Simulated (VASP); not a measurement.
Input of a VASP 6.6.1 run:

The input INCAR:

```
  PREC = Accurate
  ENCUT = 520
  EDIFF = 1E-7
  ISMEAR = 0
  SIGMA = 0.02
  LREAL = F
  LASPH = T
  NELM = 60
  ALGO = Normal
  ISIF = 2
  LWAVE = F
  LCHARG = F
  GGA = PE
  NBANDS = 18
```

KPOINTS

```
regular mesh
0
Gamma
  12 12 4
```

The input POSCAR:

```
SiTe
1.0
    3.8371642407      0.0000000000      0.0000000000
   -1.9185821204      3.3230817109      0.0000000000
    0.0000000000      0.0000000000     12.2493441134
Si Te
2 2
Direct
    0.0000000000      0.0000000000      0.8144039552
    0.0000000000      0.0000000000      0.1855960448
    0.3333333333      0.6666666667      0.6897757426
    0.6666666667      0.3333333333      0.3102242574
```

Potentials or basis: VASP PAW PBE potentials, release 64 (Si, Te).

Command:

```console
$ cat potpaw_PBE.64/Si/POTCAR potpaw_PBE.64/Te/POTCAR > POTCAR
$ mpirun -np 1 vasp_std > vasp.out
```

(1) Predict the pressure.

(2) What does it give for the largest force?

## Answers

(1) 0.0 GPa.

(2) 0.016 eV/Å.

Caveat: this functional lacks dispersion, which binds the layers, so the pressure and a relaxed spacing across them are unreliable.
